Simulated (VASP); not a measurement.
Write the native input for VASP 6.6.1 that does the following.

```yaml
Task: single point
Functional: PBEsol
Potentials_or_basis: VASP PAW PBE potentials, release 64 (C, Li_sv)
Cutoff: 520 eV
k_mesh: 2 × 2 × 1
Occupations: gaussian, width 0.02 eV
Spin: collinear spin
Starting_moments: "[0.0, 0.0, 0.0, 0.0, 0.0, 0.0, 0.0, 0.0, 0.0, 0.0, 0.0, 0.0, 0.0, 0.0, 0.0, 0.0, 0.0, 0.0, 1.0] μB"
Dipole_correction: no
Further_INCAR_settings: LREAL = Auto; ALGO = Normal; EDIFF = 1e-07; NBANDS = 56
```

The structure of LiC18 lies in POSCAR:

```
LiC18
1.0
    7.3980000000      0.0000000000      0.0000000000
   -3.6990000000      6.4068560000      0.0000000000
    0.0000000000      0.0000000000     13.0000000000
C Li
18 1
Direct
   -0.0013623593     -0.0040780841      0.0781882544
    0.2203729633      0.1060355456      0.0781214262
   -0.0023410714      0.3287594628      0.0782081375
    0.2197553862      0.4398041812      0.0771251144
   -0.0013489408      0.6625875418      0.0782223639
    0.2203860238      0.7741863675      0.0783263746
    0.3319927071     -0.0040796815      0.0781898234
    0.5541991626      0.1070225498      0.0782031208
    0.3314220275      0.3281322078      0.0769844363
    0.5547617731      0.4398029983      0.0770548791
    0.3314320345      0.6631331500      0.0773226577
    0.5547482880      0.7747854612      0.0773886325
    0.6657981654     -0.0031126282      0.0783650324
    0.8875323861      0.1070242360      0.0782144984
    0.6658125901      0.3287577109      0.0781638739
    0.8875469014      0.4403803231      0.0781843802
    0.6664191782      0.6631358171      0.0772600825
    0.8885171325      0.7741888557      0.0782901040
    0.4424987519      0.5497005849      0.2043411079
```

One way to write it, as run:

INCAR

```
SYSTEM = LiC18
ALGO = Normal
EDIFF = 1E-7
ENCUT = 520
GGA = PS
ISIF = 2
ISMEAR = 0
ISPIN = 2
LASPH = .True.
LCHARG = .False.
LORBIT = 11
LREAL = Auto
LWAVE = .False.
MAGMOM = 0 0 0 0 0 0 0 0 0 0 0 0 0 0 0 0 0 0 1
NBANDS = 56
NELM = 150
PREC = Accurate
SIGMA = 0.02
```

KPOINTS

```
k-points
0
Gamma
  2 2 1
  0 0 0
```

Potentials or basis: VASP PAW PBE potentials, release 64 (C, Li_sv).

Run with:

```sh
$ cat potpaw_PBE.64/C/POTCAR potpaw_PBE.64/Li_sv/POTCAR > POTCAR
$ mpirun -np 1 vasp_std > vasp.out
```

Results of the run:

```json
{"Largest force": "0.051 eV/Å", "Net moment": "0.00 μB per cell", "Valence electrons inside the program's atomic spheres": "C 2.65; Li 2.07"}
```

Caveat: the k points lie up to 0.49 Å⁻¹ apart; there is no dipole correction, which matters where the two faces differ; the PAW data sets were made with another functional, which shifts forces and pressure a little.

It took 9.8 min on 1 thread of Intel(R) Xeon(R) Platinum 8259CL CPU @ 2.50GHz (Skylake/Cascade Lake) (shared host), peak memory 0.93 GiB.
